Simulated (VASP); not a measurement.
# Rh (I4/mmm) in VASP: notebook, part 2 of 2

VASP 6.6.1.

### 3 Single point, PBE (strain -0.0150 x Voigt [0, 1, 0, 0, 0, 0])

INCAR reads:

```
PREC = Accurate
ENCUT = 520
EDIFF = 1E-6
ISMEAR = 0
SIGMA = 0.15
LREAL = F
LASPH = T
NELM = 80
ALGO = Fast
ISIF = 2
LWAVE = F
LCHARG = T
GGA = PE
LELF = T
LVHAR = T
NBANDS = 14
```

KPOINTS reads:

```
regular mesh
0
Gamma
  22 22 22
```

POSCAR reads:

```
Rh
1.0
    0.0000000000      1.8730267500      1.9015500000
    1.9015500000      0.0000000000      1.9015500000
    1.9015500000      1.8730267500      0.0000000000
Rh
1
Direct
    0.0000000000      0.0000000000      0.0000000000
```

Potentials or basis: VASP PAW PBE potentials, release 64 (Rh_pv).

Command:

```
> cat potpaw_PBE.64/Rh_pv/POTCAR > POTCAR
> mpirun -np 1 vasp_std > vasp.out
```

OUTCAR:

```text
PREC = Accurate
   ENCUT = 520
   EDIFF = 1E-6
   ISMEAR = 0
   LREAL = F
   LASPH = T
   NELM = 80
   ISIF = 2
   GGA = PE

 ion  position               nearest neighbor table
   1  0.000  0.000  0.000-

  LATTYP: Found a body centered tetragonal cell.
 ALAT       =     2.6891977995
 C/A-ratio  =     1.3930003589

  Lattice vectors:

 A1 = (   0.0000000000,  -1.8730267500,   1.9015500000)
 A2 = (   0.0000000000,  -1.8730267500,  -1.9015500000)
 A3 = (   1.9015500000,   1.8730267500,   0.0000000000)

Analysis of symmetry for initial positions (statically):
=====================================================================
 Subroutine PRICEL returns:
 Original cell was already a primitive cell.

 Routine SETGRP: Setting up the symmetry group for a
 body centered tetragonal supercell.

 Subroutine GETGRP returns: Found 16 space group operations
 (whereof 16 operations were pure point group operations)
 out of a pool of 16 trial point group operations.

The static configuration has the point symmetry D_4h.

Analysis of symmetry for dynamics (positions and initial velocities):
=====================================================================
 Subroutine PRICEL returns:
 Original cell was already a primitive cell.

 Routine SETGRP: Setting up the symmetry group for a
 body centered tetragonal supercell.

 Subroutine GETGRP returns: Found 16 space group operations
 (whereof 16 operations were pure point group operations)
 out of a pool of 16 trial point group operations.

The dynamic configuration has the point symmetry D_4h.

 Subroutine INISYM returns: Found 16 space group operations
 (whereof 16 operations are pure point group operations),
 and found     1 'primitive' translations

----------------------------------------------------------------------------------------

                                     Primitive cell

  volume of cell :      13.5453

[... 108 lines left out ...]
  Fermi-wavevector in a.u.,A,eV,Ry     =   1.693722  3.200670 39.030948  2.868694
  Thomas-Fermi vector in A             =   2.775076
   LORBIT       =      0    0 simple, 1 ext, 2 COOP (PROOUT), +10 PAW based schemes
   GGA     = PE    functional components
   LHFCALC =     F    Hartree Fock is set to
   AEXX    =    0.0000 exact exchange contribution
   IVDW    =     0    specifies the selected vdW correction
   LEPSILON=     F    determine dielectric tensor
   LRPA    =     F    only Hartree local field effects (RPA)
 non-spin polarized calculation
 RMM-DIIS sequential band-by-band and
 Gauss-broadening in eV      SIGMA  =   0.15
  energy-cutoff  :      520.00
  volume of cell :       13.55
 maximum number of plane-waves:       378
   NGX =  9   NGY =  9   NGZ =  9

 number of electron      15.0000007 magnetization

 Free energy of the ion-electron system (eV)
  ---------------------------------------------------
  ext. energy  EPLUGINS =         0.00000000
  ---------------------------------------------------
  free energy    TOTEN  =        -7.24857666 eV

  energy without entropy =       -7.23385681  energy(sigma->0) =       -7.24121673

 E-fermi :  12.1739     XC(G=0): -14.1283

 val. band max:       12.1735032894   @ k =   0.5000   0.0000   0.4091
 cond. band min:      12.1772847046   @ k =   0.2727   0.3182   0.0455
 fundamental gap:      0.0037814152
 Fermi energy:        12.1738554604

 k-point     1 :       0.0000    0.0000    0.0000
  band No.  band energies     occupation
      1     -34.2294      2.00000
      2     -34.2294      2.00000
      3     -34.2206      2.00000
      4       4.1105      2.00000
      5       8.9765      2.00000
      6       8.9765      2.00000
      7       9.1401      2.00000
      8      11.0639      2.00000
      9      11.2633      2.00000
     10      28.1684      0.00000
     11      32.6658      0.00000
     12      33.5502      0.00000
     13      33.5502      0.00000
     14      34.0364      0.00000
[... 377 lines left out ...]
      1     -34.9857      2.00000
      2     -34.3537      2.00000
      3     -34.3238      2.00000
      4       6.0080      2.00000
      5       8.8402      2.00000
      6       9.0767      2.00000
      7      11.9190      1.98372
      8      12.6516      0.00001
      9      13.6937      0.00000
     10      21.1458      0.00000
     11      27.8180      0.00000
     12      32.6658      0.00000
     13      33.2166      0.00000
     14      33.8486      0.00000

 [... further k-points ...]
[... 5 lines left out ...]
  --------------------------------------------------------------------------------------
  -------------------------------------------------------------------------------------
  Total        0.7682627      1.0903870      0.7682627     -0.0000000      0.0000000      0.0000000
  in kB       90.8721570    128.9738840     90.8721570     -0.0000000      0.0000000      0.0000000
  external PRESSURE =     103.5727327 kB  Pullay stress =       0.0000000 kB

 VOLUME and BASIS-vectors are now :
 -----------------------------------------------------------------------------
  energy-cutoff  :      520.00
  volume of cell :       13.55
      direct lattice vectors                 reciprocal lattice vectors
     0.000000000  1.873026750  1.901550000    -0.262943388  0.266947602  0.262943388
     1.901550000  0.000000000  1.901550000     0.262943388 -0.266947602  0.262943388
     1.901550000  1.873026750  0.000000000     0.262943388  0.266947602 -0.262943388

 POSITION                                       TOTAL-FORCE (eV/Angst)
 -----------------------------------------------------------------------------------
      0.00000      0.00000      0.00000         0.000000      0.000000      0.000000
 -----------------------------------------------------------------------------------
    total drift:                                0.000000     -0.000000      0.000000

  FREE ENERGIE OF THE ION-ELECTRON SYSTEM (eV)
  ---------------------------------------------------
  free  energy   TOTEN  =        -7.2485766605 eV

  energy  without entropy=       -7.2338568057  energy(sigma->0) =       -7.24121673
```

stdout:

```text
POSCAR found type information on POSCAR Rh
 POSCAR found :  1 types and       1 ions
 scaLAPACK will be used
 LDA part: xc-table for (Slater+PW92), standard interpolation
 POSCAR, INCAR and KPOINTS ok, starting setup
 FFT: planning ... GRIDC
 FFT: planning ... GRID_SOFT
 FFT: planning ... GRID
 WAVECAR not read
 entering main loop
WARNING in EDDRMM: call to ZHEGV failed, returncode =   8  4     14
WARNING in EDDRMM: call to ZHEGV failed, returncode =   8  4     13
WARNING in EDDRMM: call to ZHEGV failed, returncode =   6  3     13
```

It took 57 s on 1 thread of Intel Xeon 6975P-C (Granite Rapids), shared host; peak memory 0.24 GiB.

What came out:

| Item | Value |
| --- | --- |
| Free energy | -7.2486 eV |
| Pressure | 10.4 GPa |

Caveat: the cell differs from its parent crystal (strain -0.0150 x Voigt [0, 1, 0, 0, 0, 0]).

### 4 Single point, PBE (strain -0.0100 x Voigt [0, 1, 0, 0, 0, 0])

INCAR reads:

```
SYSTEM = Rh
ALGO = Fast
EDIFF = 1E-6
ENCUT = 520
GGA = PE
ISIF = 2
ISMEAR = 0
LASPH = .TRUE.
LCHARG = .FALSE.
LREAL = .FALSE.
LWAVE = .FALSE.
NBANDS = 14
NELM = 100
PREC = Accurate
SIGMA = 0.15
```

KPOINTS reads:

```
k-points
0
G
  22 22 22
  0 0 0
```

POSCAR reads:

```
Rh
1.0
    0.0000000000      1.8825345000      1.9015500000
    1.9015500000      0.0000000000      1.9015500000
    1.9015500000      1.8825345000      0.0000000000
Rh
1
Direct
    0.0000000000      0.0000000000      0.0000000000
```

Command:

```
> cat potpaw_PBE.64/Rh_pv/POTCAR > POTCAR
> mpirun -np 1 vasp_std > vasp.out
```

Wall time 53 s (1 thread of Intel Xeon 6975P-C (Granite Rapids), shared host); peak memory 0.24 GiB.

Results (log left out):

```
Free energy : -7.2537 eV
Pressure    : 8.8 GPa
```

Stress tensor (GPa, compression positive):
```
 7.96  0.00  0.00
 0.00 10.47  0.00
 0.00  0.00  7.96
```

Levels at points of the mesh, in eV from the Fermi level:
```csv
k point,band 5,band 6,band 7,band 8,band 9,band 10
"(0.00, 0.00, 0.00)",-3.16,-3.16,-3.05,-1.07,-0.94,16.00
"(0.50, 0.00, 0.00)",-3.26,-3.14,0.56,0.61,0.73,8.75
"(0.50, 0.50, 0.00)",-6.03,0.56,0.96,1.05,3.21,12.31
"(0.50, 0.00, 0.50)",-6.04,0.55,1.02,1.02,3.43,12.60
```

Caveat: the cell differs from its parent crystal (strain -0.0100 x Voigt [0, 1, 0, 0, 0, 0]).

### 5 Single point, PBE (strain -0.0050 x Voigt [0, 1, 0, 0, 0, 0])

INCAR reads:

```
SYSTEM = Rh
  PREC = Accurate
  ENCUT = 520
  EDIFF = 1E-6
  ISMEAR = 0
  SIGMA = 0.15
  LREAL = .False.
  LASPH = .True.
  NELM = 100
  ALGO = Fast
  ISIF = 2
  LWAVE = .False.
  LCHARG = .True.
  GGA = PE
  LELF = .True.
  LVHAR = .True.
  NBANDS = 14
```

KPOINTS reads:

```
regular mesh
0
Gamma
  22 22 22
  0 0 0
```

POSCAR reads:

```
Rh
1.0
    0.0000000000      1.8920422500      1.9015500000
    1.9015500000      0.0000000000      1.9015500000
    1.9015500000      1.8920422500      0.0000000000
Rh
1
Direct
    0.0000000000      0.0000000000      0.0000000000
```

Command:

```
> cat potpaw_PBE.64/Rh_pv/POTCAR > POTCAR
> mpirun -np 1 vasp_std > vasp.out
```

Wall time 54 s (1 thread of Intel Xeon 6975P-C (Granite Rapids), shared host); peak memory 0.25 GiB.

Results (log left out):

- Free energy: -7.2577 eV
- Pressure: 7.3 GPa

Stress tensor (GPa, compression positive):
```
6.87 0.00 0.00
0.00 8.11 0.00
0.00 0.00 6.87
```

Levels at points of the mesh, in eV from the Fermi level:
```tsv
k point	band 3	band 4	band 5	band 6	band 7	band 8	band 9	band 10	band 11	band 12
(0.00, 0.00, 0.00)	-46.38	-7.99	-3.11	-3.11	-3.06	-1.03	-0.96	16.00	20.52	21.43
(0.50, 0.00, 0.00)	-46.48	-6.15	-3.20	-3.15	0.57	0.59	0.73	8.70	15.51	20.52
(0.50, 0.50, 0.00)	-46.65	-6.35	-5.98	0.55	0.97	1.02	3.24	12.30	13.36	13.42
(0.50, 0.00, 0.50)	-46.66	-6.36	-5.99	0.55	1.00	1.00	3.35	12.44	13.30	13.30
```

Caveat: the cell differs from its parent crystal (strain -0.0050 x Voigt [0, 1, 0, 0, 0, 0]).

### 6 Overview

| cell | gap on the mesh (eV) | pressure (GPa) |
| --- | --- | --- |
| a = 2.662, b = 2.689 Å, angles 59.7, 60.7, 59.7°, 1 atom | none | 12.0 |
| a = 2.669, b = 2.689 Å, angles 59.8, 60.5, 59.8°, 1 atom | none | 10.4 |
| a = 2.676, b = 2.689 Å, angles 59.8, 60.3, 59.8°, 1 atom | none | 8.8 |
| a = 2.682, b = 2.689 Å, angles 59.9, 60.2, 59.9°, 1 atom | none | 7.3 |

Alike in all rows: task single point; level PBE; potentials or basis VASP PAW PBE potentials, release 64 (Rh_pv); no spin polarisation; k mesh 22 × 22 × 22; cutoff (eV) 520; smearing gaussian 0.15 eV.

Absolute energies hang on the potentials; compare differences alone.
